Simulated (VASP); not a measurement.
A run of VASP 6.6.1:

File INCAR:

```
ALGO = Normal
EDIFF = 1E-6
ENCUT = 520
GGA = PE
GGA_COMPAT = F
ISIF = 2
ISMEAR = 0
LASPH = T
LCHARG = F
LORBIT = 11
LORBMOM = T
LREAL = F
LSORBIT = T
LWAVE = F
MAGMOM = 0 0 0
NBANDS = 20
NELM = 150
PREC = Accurate
SIGMA = 0.05
```

The input KPOINTS:

```
k-points
0
Gamma
  12 12 12
```

Contents of POSCAR:

```
K
1.0
    0.0000000000      3.3359772694      3.3359772694
    3.3359772694      0.0000000000      3.3359772694
    3.3359772694      3.3359772694      0.0000000000
K
1
Direct
    0.0000000000      0.0000000000      0.0000000000
```

Potentials or basis: VASP PAW PBE potentials, release 64 (K_sv).

Run with:

```sh
$ cat potpaw_PBE.64/K_sv/POTCAR > POTCAR
$ mpirun -np 1 vasp_ncl > vasp.out
```

Hardware: 1 thread of Intel(R) Xeon(R) Platinum 8259CL CPU @ 2.50GHz (Skylake/Cascade Lake) (shared host).

Question: How long does it take, and how much memory?

Answer: Wall time 3.9 min on 1 thread of Intel(R) Xeon(R) Platinum 8259CL CPU @ 2.50GHz (Skylake/Cascade Lake) (shared host), peak memory 0.46 GiB. Counts: scf iterations 11, k points 72.
